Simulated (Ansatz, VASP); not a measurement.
# ZnO in VASP and in Ansatz

```xyz
4
Lattice="3.1659 0.0000 0.0000 -1.5830 2.7418 0.0000 0.0000 0.0000 5.3165" Properties=species:S:1:pos:R:3 pbc="T T T"
Zn    1.5830    0.9139    2.6891
Zn    0.0000    1.8278    0.0309
O     1.5830    0.9139    4.6493
O     0.0000    1.8278    1.9910
```

Alike in both runs: task single point; functional PBEsol; k mesh 9 × 9 × 6; occupations gaussian, width 0.02 eV; no spin polarisation.

```csv
,VASP,Ansatz
version,VASP 6.6.1,Ansatz 0.2.0
potentials or method,"VASP PAW PBE potentials, release 64 (Zn, O_h), cutoff 910 eV","scalar-relativistic, plane waves, PAW"
valence electrons in the cell,36,36
```

|  | VASP | Ansatz | Ansatz less VASP |
| --- | --- | --- | --- |
| gap on the k mesh at the Fermi level (eV) | 0.66 | 0.67 | +0.011 |
| least direct gap on the mesh (eV) | 0.66 | 0.67 | +0.011 |
| rms of the force components (eV/Å) | 0.005 | 0.000 | -0.0048 |

VASP's potentials were made for PBE, not for PBEsol. Atom by atom the forces differ by 0.005 eV/Å (rms over components).

Noted on VASP's run: the cutoff is short for stress, so the pressure is rough.
